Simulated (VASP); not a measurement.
# SnSe (Pnma) in VASP: single point with PBE

Aim: the single point of SnSe with PBE.

Everything below comes from runs of VASP 6.6.1. Logs are shortened: lines on timing, memory, paths and dates and some standing lists are left out, and cuts for length are marked.

## Step 1: The cell of the first run

It takes space group Pnma (No. 62, orthorhombic). Conventional cell: a = 11.501 Å, b = 4.153 Å, c = 4.445 Å, α = 90.00°, β = 90.00°, γ = 90.00°. Sn (site symmetry m) has 6 Se at 2.77 to 3.43 Å and 2 Sn at 3.53 Å within 3.7 Å. Se (site symmetry m) has 6 Sn at 2.77 to 3.43 Å within 3.7 Å.

## Step 2: Single point, PBE

The input, INCAR:

```
SYSTEM = SnSe
PREC = Accurate
ENCUT = 500
EDIFF = 1E-6
ISMEAR = 0
SIGMA = 0.05
LREAL = .FALSE.
LASPH = .TRUE.
NELM = 120
ALGO = Normal
ISIF = 2
LWAVE = .FALSE.
LCHARG = .FALSE.
GGA = PE
NBANDS = 50
GGA_COMPAT = .FALSE.
```

The input, KPOINTS:

```
regular mesh
0
G
  3 8 8
  0 0 0
```

The input, POSCAR:

```
SnSe
1.0
   11.5010000000      0.0000000000      0.0000000000
    0.0000000000      4.1530000000      0.0000000000
    0.0000000000      0.0000000000      4.4450000000
Sn Se
4 4
Direct
    0.1177065374      0.2500000000      0.1021695502
    0.3822934626      0.7500000000      0.6021695502
    0.6177065374      0.2500000000      0.3978304498
    0.8822934626      0.7500000000      0.8978304498
    0.3568104674      0.2500000000      0.0236295816
    0.1431895326      0.7500000000      0.5236295816
    0.8568104674      0.2500000000      0.4763704184
    0.6431895326      0.7500000000      0.9763704184
```

Potentials or basis: VASP PAW PBE potentials, release 64 (Sn_d, Se).

Started as:

```sh
cat potpaw_PBE.64/Sn_d/POTCAR potpaw_PBE.64/Se/POTCAR > POTCAR
mpirun -np 1 vasp_std > vasp.out
```

OUTCAR:

```text
SYSTEM = SnSe
   PREC = Accurate
   ENCUT = 500
   EDIFF = 1E-6
   ISMEAR = 0
   LREAL = .FALSE.
   LASPH = .TRUE.
   NELM = 120
   ISIF = 2
   GGA = PE

 ion  position               nearest neighbor table
   1  0.118  0.250  0.102-   5 2.77   6 2.81   6 2.81   4 3.53   4 3.53
   2  0.382  0.750  0.602-   6 2.77   5 2.81   5 2.81   3 3.53   3 3.53
   3  0.618  0.250  0.398-   7 2.77   8 2.81   8 2.81   2 3.53   2 3.53
   4  0.882  0.750  0.898-   8 2.77   7 2.81   7 2.81   1 3.53   1 3.53
   5  0.357  0.250  0.024-   1 2.77   2 2.81   2 2.81
   6  0.143  0.750  0.524-   2 2.77   1 2.81   1 2.81
   7  0.857  0.250  0.476-   3 2.77   4 2.81   4 2.81
   8  0.643  0.750  0.976-   4 2.77   3 2.81   3 2.81

  LATTYP: Found a simple orthorhombic cell.
 ALAT       =     4.1530000000
 B/A-ratio  =     1.0703106188
 C/A-ratio  =     2.7693233807

  Lattice vectors:

 A1 = (   0.0000000000,   4.1530000000,   0.0000000000)
 A2 = (   0.0000000000,   0.0000000000,   4.4450000000)
 A3 = (  11.5010000000,   0.0000000000,   0.0000000000)

Analysis of symmetry for initial positions (statically):
=====================================================================
 Subroutine PRICEL returns:
 Original cell was already a primitive cell.

 Routine SETGRP: Setting up the symmetry group for a
 simple orthorhombic supercell.

 Subroutine GETGRP returns: Found  8 space group operations
 (whereof  2 operations were pure point group operations)
 out of a pool of  8 trial point group operations.

The static configuration has the point symmetry S_2 .
 The point group associated with its full space group is D_2h.

Analysis of symmetry for dynamics (positions and initial velocities):
=====================================================================
 Subroutine PRICEL returns:
 Original cell was already a primitive cell.

 Routine SETGRP: Setting up the symmetry group for a
 simple orthorhombic supercell.

 Subroutine GETGRP returns: Found  8 space group operations
 (whereof  2 operations were pure point group operations)
 out of a pool of  8 trial point group operations.

The dynamic configuration has the point symmetry S_2 .
 The point group associated with its full space group is D_2h.

 Subroutine INISYM returns: Found  8 space group operations
 (whereof  2 operations are pure point group operations),
 and found     1 'primitive' translations

----------------------------------------------------------------------------------------

                                     Primitive cell

  volume of cell :     212.3094

  direct lattice vectors                    reciprocal lattice vectors
    11.501000000  0.000000000  0.000000000     0.086948961  0.000000000  0.000000000
     0.000000000  4.153000000  0.000000000     0.000000000  0.240789791  0.000000000
     0.000000000  0.000000000  4.445000000     0.000000000  0.000000000  0.224971879

  length of vectors
    11.501000000  4.153000000  4.445000000     0.086948961  0.240789791  0.224971879

  position of ions in fractional coordinates (direct lattice)
     0.117706537  0.250000000  0.102169550
     0.382293463  0.750000000  0.602169550
     0.617706537  0.250000000  0.397830450
     0.882293463  0.750000000  0.897830450
     0.356810467  0.250000000  0.023629582
     0.143189533  0.750000000  0.523629582
     0.856810467  0.250000000  0.476370418
     0.643189533  0.750000000  0.976370418

  ion indices of the primitive-cell ions
   primitive index   ion index
                 1           1
                 2           2
                 3           3
                 4           4
                 5           5
                 6           6
                 7           7
                 8           8

----------------------------------------------------------------------------------------

 KPOINTS: regular mesh

Automatic generation of k-mesh.
 Grid dimensions read from file:
 generate k-points for:    3    8    8

 Generating k-lattice:

  Cartesian coordinates                     Fractional coordinates (reciprocal lattice)
     0.028982987  0.000000000  0.000000000     0.333333333  0.000000000  0.000000000
     0.000000000  0.030098724  0.000000000     0.000000000  0.125000000  0.000000000
     0.000000000  0.000000000  0.028121485     0.000000000  0.000000000  0.125000000

  Length of vectors
     0.028982987  0.030098724  0.028121485

  Shift w.r.t. Gamma in fractional coordinates (k-lattice)
     0.000000000  0.000000000  0.000000000

 Subroutine IBZKPT returns following result:
 ===========================================

 Found     50 irreducible k-points:

 Following reciprocal coordinates:
            Coordinates               Weight
  0.000000  0.000000  0.000000      1.000000
  0.333333  0.000000  0.000000      2.000000
  0.000000  0.125000  0.000000      2.000000
  0.333333  0.125000  0.000000      4.000000
  0.000000  0.250000  0.000000      2.000000
  0.333333  0.250000  0.000000      4.000000
[... 16 lines left out ...]
  0.000000  0.125000  0.250000      4.000000
  0.333333  0.125000  0.250000      8.000000
 [... further k-points ...]
   k-points           NKPTS =     50   k-points in BZ     NKDIM =     50   number of bands    NBANDS=     50
   number of dos      NEDOS =    301   number of ions     NIONS =      8
   total plane-waves  NPLWV =  80640
   dimension x,y,z NGX =    84 NGY =   30 NGZ =   32
   dimension x,y,z NGXF=   168 NGYF=   60 NGZF=   64
   ions per type =               4   4
   NGX,Y,Z   is equivalent  to a cutoff of  12.14, 12.01, 11.97 a.u.
   NGXF,Y,Z  is equivalent  to a cutoff of  24.28, 24.02, 23.94 a.u.
 SYSTEM =  SnSe
   PREC   = accura    normal or accurate (medium, high low for compatibility)
   ISTART =      0    job   : 0-new  1-cont  2-samecut
   ICHARG =      2    charge: 1-file 2-atom 10-const
   ISPIN  =      1    spin polarized calculation?
   LNONCOLLINEAR =      F non collinear calculations
   LSORBIT =      F    spin-orbit coupling
   LASPH  =      T    aspherical Exc in radial PAW
   ENCUT  =  500.0 eV  36.75 Ry    6.06 a.u.  20.97  7.57  8.10*2*pi/ulx,y,z
   NELM   =    120;   NELMIN=  2; NELMDL= -5     # of ELM steps
   EDIFF  = 0.1E-05   stopping-criterion for ELM
   LREAL  =      F    real-space projection
   EDIFFG = 0.1E-04   stopping-criterion for IOM
   NSW    =      0    number of steps for IOM
   IBRION =     -1    ionic relax: 0-MD 1-quasi-New 2-CG
   NFREE  =      0    steps in history (QN), initial steepest desc. (CG)
   ISIF   =      2    stress and relaxation
   ISYM   =      2    0-nonsym 1-usesym 2-fastsym
   POTIM  = 0.5000    time-step for ionic-motion
   TEBEG  =    0.0;   TEEND  =   0.0 temperature during run
   PSTRESS=    0.0 pullay stress
   NELECT =      80.0000    total number of electrons
   NUPDOWN=      -1.0000    fix difference up-down
   EMIN   =  10.00;   EMAX   =-10.00  energy-range for DOS
   EFERMI =   0.00;   METHOD = LEGACY
   ISMEAR =     0;   SIGMA  =   0.05  broadening in eV -4-tet -1-fermi 0-gaus
   EFERMI_NEDOS =   21; number of points for ismear=-14 and -15
   IALGO  =     38    algorithm
   IMIX   =      4    mixing-type and parameters
     AMIX     =   0.40;   BMIX     =  1.00
     AMIX_MAG =   1.60;   BMIX_MAG =  1.00
  volume/ion in A,a.u.               =      26.54       179.09
  Fermi-wavevector in a.u.,A,eV,Ry     =   1.182447  2.234501 19.023410  1.398181
  Thomas-Fermi vector in A             =   2.318701
   LORBIT       =      0    0 simple, 1 ext, 2 COOP (PROOUT), +10 PAW based schemes
   GGA     = PE    functional components
   LHFCALC =     F    Hartree Fock is set to
   AEXX    =    0.0000 exact exchange contribution
   IVDW    =     0    specifies the selected vdW correction
   LEPSILON=     F    determine dielectric tensor
   LRPA    =     F    only Hartree local field effects (RPA)
 non-spin polarized calculation
 Gauss-broadening in eV      SIGMA  =   0.05
  energy-cutoff  :      500.00
  volume of cell :      212.31
 maximum number of plane-waves:      5427
 NGX is ok and might be reduce to    84
   NGX = 41   NGY = 15   NGZ = 17

 number of electron      79.9999994 magnetization

 Free energy of the ion-electron system (eV)
  ---------------------------------------------------
  ext. energy  EPLUGINS =         0.00000000
  ---------------------------------------------------
  free energy    TOTEN  =       -32.80730949 eV

  energy without entropy =      -32.80730949  energy(sigma->0) =      -32.80730949

 E-fermi :   5.8079     XC(G=0):  -9.7367

 val. band max:        5.5110529151   @ k =   0.0000   0.0000   0.3750
 cond. band min:       6.1496049064   @ k =   0.0000   0.0000   0.0000
 fundamental gap:      0.6385519913
 Fermi energy:         5.8079356011

 k-point     1 :       0.0000    0.0000    0.0000
  band No.  band energies     occupation
      1     -15.8507      2.00000
      2     -15.8377      2.00000
      3     -15.8365      2.00000
      4     -15.8322      2.00000
      5     -15.8311      2.00000
      6     -15.8278      2.00000
[... 42 lines left out ...]
     49      10.2103      0.00000
     50      10.2206      0.00000

 k-point     2 :       0.3333    0.0000    0.0000
  band No.  band energies     occupation
      1     -15.8481      2.00000
      2     -15.8419      2.00000
      3     -15.8353      2.00000
      4     -15.8333      2.00000
      5     -15.8306      2.00000
      6     -15.8291      2.00000
[... 42 lines left out ...]
     49      10.2981      0.00000
     50      10.4591      0.00000

 k-point     3 :       0.0000    0.1250    0.0000
  band No.  band energies     occupation
      1     -15.8470      2.00000
      2     -15.8361      2.00000
      3     -15.8334      2.00000
      4     -15.8325      2.00000
      5     -15.8306      2.00000
      6     -15.8303      2.00000
[... 1102 lines left out ...]
     49      10.0484      0.00000
     50      10.1872      0.00000

 k-point    24 :       0.3333    0.1250    0.2500
  band No.  band energies     occupation
      1     -15.8430      2.00000
      2     -15.8386      2.00000
      3     -15.8354      2.00000
      4     -15.8341      2.00000
      5     -15.8307      2.00000
      6     -15.8299      2.00000
[... 42 lines left out ...]
     49       9.7834      0.00000
     50       9.9725      0.00000

 [... further k-points ...]

------------------------ aborting loop because EDIFF is reached ----------------------------------------

  FORCE on cell =-STRESS in cart. coord.  units (eV):
  Direction    XX          YY          ZZ          XY          YZ          ZX
  --------------------------------------------------------------------------------------
  -------------------------------------------------------------------------------------
  Total        2.6651837      2.7463607      2.3576992      0.0000000     -0.0000000      0.0000000
  in kB       20.1126099     20.7252064     17.7922011      0.0000000     -0.0000000      0.0000000
  external PRESSURE =      19.5433391 kB  Pullay stress =       0.0000000 kB

 VOLUME and BASIS-vectors are now :
 -----------------------------------------------------------------------------
  energy-cutoff  :      500.00
  volume of cell :      212.31
      direct lattice vectors                 reciprocal lattice vectors
    11.501000000  0.000000000  0.000000000     0.086948961  0.000000000  0.000000000
     0.000000000  4.153000000  0.000000000     0.000000000  0.240789791  0.000000000
     0.000000000  0.000000000  4.445000000     0.000000000  0.000000000  0.224971879

 POSITION                                       TOTAL-FORCE (eV/Angst)
 -----------------------------------------------------------------------------------
      1.35374      1.03825      0.45414        -0.013947      0.000000     -0.010184
      4.39676      3.11475      2.67664         0.013947     -0.000000     -0.010184
      7.10424      1.03825      1.76836        -0.013947      0.000000      0.010184
     10.14726      3.11475      3.99086         0.013947      0.000000      0.010184
      4.10368      1.03825      0.10503         0.007518     -0.000000      0.008829
      1.64682      3.11475      2.32753        -0.007518     -0.000000      0.008829
      9.85418      1.03825      2.11747         0.007518      0.000000     -0.008829
      7.39732      3.11475      4.33997        -0.007518      0.000000     -0.008829
 -----------------------------------------------------------------------------------
    total drift:                                0.000000     -0.000000     -0.000000

  FREE ENERGIE OF THE ION-ELECTRON SYSTEM (eV)
  ---------------------------------------------------
  free  energy   TOTEN  =       -32.8073094851 eV

  energy  without entropy=      -32.8073094851  energy(sigma->0) =      -32.80730949
```

Wall time 3.6 min (1 thread of AMD EPYC 9R45 (Zen 5), shared host); peak memory 0.48 GiB.

What came out:

- Free energy: -32.8073 eV
- Pressure: 2.0 GPa
- Largest force: 0.017 eV/Å
- Band gap on the k mesh: 0.64 eV, indirect (least direct gap 0.89 eV)

Forces on the atoms (eV/Å):
```
Sn  -0.014  0.000 -0.010
Sn   0.014  0.000 -0.010
Sn  -0.014  0.000  0.010
Sn   0.014  0.000  0.010
Se   0.008  0.000  0.009
Se  -0.008  0.000  0.009
Se   0.008  0.000 -0.009
Se  -0.008  0.000 -0.009
```

Stress tensor (GPa, compression positive):
```
2.01 0.00 0.00
0.00 2.07 0.00
0.00 0.00 1.78
```

Caveat: spin-orbit coupling is left out, which moves the levels of the heavy elements.
